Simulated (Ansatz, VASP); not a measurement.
Two plane-wave programs on Zn5O

```
Zn O
1.0
     4.92246    0.00000    0.00000
    -2.46123    4.26298    0.00000
     0.00000    0.00000    4.13591
Zn O
5 1
Direct
  0.00000 0.50000 0.50000
  0.33333 0.66667 0.00000
  0.66667 0.33333 0.00000
  0.50000 0.00000 0.50000
  0.50000 0.50000 0.50000
  0.00000 0.00000 0.00000
```

Change from the starting cell: species swapped into the LaPd5 type (P6/mmm, No. 191).

Alike in both runs: task relaxation of cell and atoms; functional PBE; k mesh 6 × 6 × 4; occupations gaussian, width 0.1 eV; collinear spin.

|  | VASP | Ansatz |
| --- | --- | --- |
| version | VASP 6.6.1 | Ansatz 0.2.0 |
| potentials or method | VASP PAW PBE potentials, release 64 (Zn, O), cutoff 600 eV | scalar-relativistic, plane waves, PAW |
| valence electrons in the cell | 66 | 66 |

|  | VASP | Ansatz | Ansatz less VASP |
| --- | --- | --- | --- |
| gap on the k mesh at the Fermi level, each at its own relaxed structure (eV) | none | none | - |
| net moment per atom (μB) | 0.00 | 0.18 | +0.180 |
| size of the moment on the site where the two differ most (μB) | 0.00 | 0.70 | +0.700 |
| relaxed volume (Å³/atom) | 15.91 | 15.88 | -0.028 |
| relaxed length of the cell vector where the two differ most in proportion (Å) | 4.385 | 4.411 | +0.0262 |

The net moments are unlike, so the other rows may belong to different states. Site moments also hang on the region over which each program counts them. A gap of «none» marks a metal or a gap that the smearing closes.

The k mesh is coarse, so the values compare programs but aren't converged.
